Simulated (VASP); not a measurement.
The system is Mo.

```
Mo
1.0
     0.00000    2.01500    2.01500
     2.01500    0.00000    2.01500
     2.01500    2.01500    0.00000
Mo
1
Direct
  0.00000 0.00000 0.00000
```

Base run:

* Program: VASP 6.6.1
* Functional: PBE
* Potentials or basis: VASP PAW PBE potentials, release 64 (Mo_sv)
* Cutoff: 520 eV
* k mesh: 14 × 14 × 14
* Occupations: gaussian, width 0.05 eV
* Spin: no spin polarisation

Its results: band gap on the k mesh zero (band 7 reaches 15.34 eV, above the bottom of band 8 at 10.79 eV); pressure -4.5 GPa.

**Question.** The run is repeated on the same cell with these changes: functional from PBE to r2SCAN; further incar settings from ALGO = Fast; EDIFF = 1e-07; NBANDS = 13 to ALGO = Normal; EDIFF = 1e-06; NBANDS = 13. What comes out?

**Answer.** Band gap on the k mesh zero (band 7 reaches 15.41 eV, above the bottom of band 8 at 10.70 eV); pressure -6.7 GPa.

Caveats: the PAW data sets were made with another functional, which shifts forces and pressure a little (some runs).
